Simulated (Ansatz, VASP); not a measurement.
**One calculation of Cs4Zn, two programs**

INCAR

```
SYSTEM = Cs4Zn
PREC     = Accurate       ! precision mode
ENCUT    = 520            ! plane-wave cutoff, eV
EDIFF    = 1E-7           ! SCF threshold, eV
ISMEAR   = 0              ! smearing method
SIGMA    = 0.1            ! smearing width, eV
LREAL    = .FALSE.        ! projectors in reciprocal space
LASPH    = .TRUE.         ! aspherical terms in the spheres
NELM     = 60             ! most SCF steps
ALGO     = Fast           ! electronic algorithm
ISIF     = 2              ! what is computed and relaxed
LWAVE    = .FALSE.        ! write WAVECAR
LCHARG   = .FALSE.        ! write CHGCAR
GGA      = PE             ! functional
NBANDS   = 32             ! bands
```

File KPOINTS:

```
regular mesh
0
G
  6 6 6
  0 0 0
```

POSCAR

```
Cs4Zn
1.0
    7.5418521611      0.0000000000      0.0000000000
    0.0000000000      7.5418521611      0.0000000000
    0.0000000000      0.0000000000      7.5418521611
Cs Zn
4 1
Direct
    0.5000000000      0.0000000000      0.0000000000
    0.0000000000      0.5000000000      0.0000000000
    0.0000000000      0.0000000000      0.5000000000
    0.5000000000      0.5000000000      0.5000000000
    0.0000000000      0.0000000000      0.0000000000
```

Input for Ansatz:

```yaml
crystal:
  lattice:
    - [7.5418521611, 0.0, 0.0]
    - [0.0, 7.5418521611, 0.0]
    - [0.0, 0.0, 7.5418521611]
  atoms:
    - { symbol: Cs, position: [0.5, 0.0, 0.0] }
    - { symbol: Cs, position: [0.0, 0.5, 0.0] }
    - { symbol: Cs, position: [0.0, 0.0, 0.5] }
    - { symbol: Cs, position: [0.5, 0.5, 0.5] }
    - { symbol: Zn, position: [0.0, 0.0, 0.0] }
basis:
  ecutwfc: 420
kpoints:
  mp_grid: { grid: [6, 6, 6] }
hamiltonian:
  xc: pbe
scf:
  occupations: { method: gaussian, width: 0.1 }
output:
  forces: true
  stress: true
  eigenvalues: true
```

Alike in both runs: task single point; functional PBE; k mesh 6 × 6 × 6; occupations gaussian, width 0.1 eV; no spin polarisation.

```csv
,VASP,Ansatz
version,VASP 6.6.1,Ansatz 0.2.0
potentials or method,"VASP PAW PBE potentials, release 64 (Cs_sv, Zn), cutoff 520 eV","scalar-relativistic, plane waves, PAW"
valence electrons in the cell,48,48
```

|  | VASP | Ansatz | Ansatz less VASP |
| --- | --- | --- | --- |
| gap on the k mesh at the Fermi level (eV) | none | none | - |
| pressure (GPa) | 0.2 | 0.2 | 0.00 |

A gap of «none» marks a metal or a gap that the smearing closes.

Spin-orbit coupling is off throughout.
